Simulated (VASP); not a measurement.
The system is AlN.

```
CELL_PARAMETERS angstrom
0.00000 2.03452 2.03452
2.03452 0.00000 2.03452
2.03452 2.03452 0.00000
ATOMIC_POSITIONS crystal
Al 0.50000 0.50000 0.50000
N 0.00000 0.00000 0.00000
```

- Program: VASP 6.6.1
- Task: relaxation of cell and atoms
- Functional: PBEsol-based screened hybrid
- Potentials or basis: VASP PAW PBE potentials, release 64 (Al, N)
- Cutoff: 600 eV
- k mesh: 6 × 6 × 6
- Occupations: fermi-dirac, width 0.05 eV
- Spin: no spin polarisation

At the start: pressure -10.6 GPa; volume 8.42 Å³/atom.

Problem. How do energy, volume and symmetry change on relaxing?

Solution. Over 3 steps the energy falls by 11.3 meV/atom and the volume is 8.09 Å³/atom (-3.9 %); space group Fm-3m (No. 225, to 0.05 Å).

The path:
```tsv
step	energy change (eV)	largest force (eV/Å)	pressure (GPa)	volume (Å³)
1	0.0000	0.0000	-10.64	16.84
2	0.0040	0.0000	13.21	15.52
3	-0.0226	0.0000	-0.09	16.19
```

Final structure:
```yaml
crystal:
  lattice:
    - [0.00000, 2.00785, 2.00785]
    - [2.00785, 0.00000, 2.00785]
    - [2.00785, 2.00785, 0.00000]
  atoms:
    - { symbol: Al, position: [0.50000, 0.50000, 0.50000] }
    - { symbol: N, position: [0.00000, 0.00000, 0.00000] }
```

Caveat: the k points lie up to 0.45 Å⁻¹ apart in the final cell; the PAW data sets were made with another functional, which shifts forces and pressure a little.
